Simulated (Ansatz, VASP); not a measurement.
## Two plane-wave programs on Ca3H

```
Ca H
1.0
     0.00000    4.12092    4.12092
     4.12092    0.00000    4.12092
     4.12092    4.12092    0.00000
Ca H
3 1
Direct
  0.50000 0.50000 0.50000
  0.25000 0.25000 0.25000
  0.75000 0.75000 0.75000
  0.00000 0.00000 0.00000
```

Change from the starting cell: species swapped into the PrMg3 type (Fm-3m, No. 225).

Alike in both runs: functional PBE; k mesh 4 × 4 × 4; occupations gaussian, width 0.1 eV; no spin polarisation.

Ansatz relaxed the structure, and its values are those at the end. VASP's run is a single point on that final structure, the one shown.

|  | VASP | Ansatz |
| --- | --- | --- |
| version | VASP 6.6.1 | Ansatz 0.2.0 |
| potentials or method | VASP PAW PBE potentials, release 64 (Ca_sv, H), cutoff 520 eV | scalar-relativistic, plane waves, PAW |
| valence electrons in the cell | 31 | 31 |

```csv
,VASP,Ansatz,Ansatz less VASP
gap on the k mesh at the Fermi level (eV),none,none,-
pressure (GPa),0.2,0.2,0.00
```

A gap of «none» marks a metal or a gap that the smearing closes. The functional is the same, so the differences come from potentials, cutoffs and numerics.
